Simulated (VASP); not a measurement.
Write the native input for VASP 6.6.1 that does the following.

* Task: single point
* Functional: LDA
* Potentials or basis: VASP PAW LDA potentials, release 64 (Ni)
* Cutoff: 520 eV
* k mesh: 22 × 22 × 22
* Occupations: gaussian, width 0.05 eV
* Spin: collinear spin, ferromagnetic start
* Starting moments: [0.72] μB
* Dipole correction: no
* Further INCAR settings: ALGO = Normal; EDIFF = 1e-07; NBANDS = 15

The structure of Ni lies in POSCAR:

```
Ni
1.0
    0.0000000000      1.7123229041      1.7123229041
    1.7123229041      0.0000000000      1.7123229041
    1.7123229041      1.7123229041      0.0000000000
Ni
1
Direct
    0.0000000000      0.0000000000      0.0000000000
```

These files were run (other wordings do the same):

INCAR

```
SYSTEM = Ni
  PREC = Accurate
  ENCUT = 520
  EDIFF = 1E-7
  ISMEAR = 0
  SIGMA = 0.05
  LREAL = .False.
  LASPH = .True.
  NELM = 150
  ALGO = Normal
  ISIF = 2
  LWAVE = .False.
  LCHARG = .False.
  ISPIN = 2
  MAGMOM = 0.72
  LORBIT = 11
  LMAXMIX = 4
  NBANDS = 15
```

KPOINTS

```
regular mesh
0
Gamma
  22 22 22
  0 0 0
```

Potentials or basis: VASP PAW LDA potentials, release 64 (Ni).

The run is started by

```bash
$ cat potpaw_LDA.64/Ni/POTCAR > POTCAR
$ mpirun -np 1 vasp_std > vasp.out
```

Results of the run:

The pressure is -0.5 GPa, the net moment is 0.57 μB per cell and the site moments are Ni +0.57 μB. The valence electrons inside the program's atomic spheres are Ni 9.47.

It took 86 s on 1 thread of Intel(R) Xeon(R) Platinum 8259CL CPU @ 2.50GHz (Skylake/Cascade Lake) (shared host), peak memory 0.18 GiB.
